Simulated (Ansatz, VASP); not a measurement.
CdMo3: VASP beside Ansatz

```
CELL_PARAMETERS angstrom
4.05136 0.00000 0.00000
0.00000 4.05136 0.00000
0.00000 0.00000 4.05136
ATOMIC_POSITIONS crystal
Cd 0.00000 0.00000 0.00000
Mo 0.00000 0.50000 0.50000
Mo 0.50000 0.00000 0.50000
Mo 0.50000 0.50000 0.00000
```

Alike in both runs: task relaxation of cell and atoms; functional PBE; k mesh 12 × 12 × 12; occupations gaussian, width 0.1 eV; no spin polarisation.

|  | VASP | Ansatz |
| --- | --- | --- |
| version | VASP 6.6.1 | Ansatz 0.2.0 |
| potentials or method | VASP PAW PBE potentials, release 64 (Cd, Mo_sv), cutoff 600 eV | scalar-relativistic, plane waves, PAW |
| valence electrons in the cell | 54 | 62 |

Ansatz gave:

- gap on the k mesh at the Fermi level, each at its own relaxed structure (eV): none
- relaxed volume (Å³/atom): 16.47
- relaxed cell length with the largest relative difference (Å): 4.039

Task: Which values does VASP return?

Result: gap on the k mesh at the Fermi level, each at its own relaxed structure (eV): none; relaxed volume (Å³/atom): 16.53; relaxed cell length with the largest relative difference (Å): 4.044.

A gap of «none» marks a metal or a gap that the smearing closes. VASP's potentials hold 54 valence electrons a cell and Ansatz's 62, so a difference there can come from the potentials and not from the codes.
